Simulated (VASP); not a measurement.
Ru:

```
CELL_PARAMETERS angstrom
0.00000 2.49233 2.49233
2.49233 0.00000 2.49233
2.49233 2.49233 0.00000
ATOMIC_POSITIONS crystal
Ru 0.50000 0.50000 0.50000
Ru 0.75000 0.75000 0.75000
```

```yaml
Program: VASP 6.6.1
Task: relaxation of cell and atoms
Functional: PBEsol
Potentials_or_basis: VASP PAW PBE potentials, release 64 (Ru_pv)
Cutoff: 500 eV
k_mesh: 6 × 6 × 6
Occupations: gaussian, width 0.1 eV
Spin: no spin polarisation
```

At the start: pressure 75.6 GPa; volume 15.48 Å³/atom.

How do energy, volume and symmetry change on relaxing?

Over 5 steps the energy falls by 777.5 meV/atom and the volume is 19.58 Å³/atom (+26.4 %); space group Fd-3m (No. 227, to 0.05 Å).

Step by step:
| step | energy change (eV) | largest force (eV/Å) | pressure (GPa) | volume (Å³) |
| --- | --- | --- | --- | --- |
| 1 | 0.0000 | 0.0000 | 75.60 | 30.96 |
| 2 | 3.9552 | 0.0000 | -23.40 | 76.59 |
| 3 | -1.4609 | 0.0000 | -10.60 | 41.86 |
| 4 | -1.5461 | 0.0000 | -3.57 | 39.98 |
| 5 | -1.5551 | 0.0000 | 0.14 | 39.15 |

Final structure:
```
CELL_PARAMETERS angstrom
0.00000 2.69510 2.69510
2.69510 0.00000 2.69510
2.69510 2.69510 0.00000
ATOMIC_POSITIONS crystal
Ru 0.50000 0.50000 0.50000
Ru 0.75000 0.75000 0.75000
```

Caveat: the k points lie up to 0.34 Å⁻¹ apart in the final cell; the volume moved by over 15 % at a fixed basis, so the end points are rough; the PAW data sets were made with another functional, which shifts forces and pressure a little.
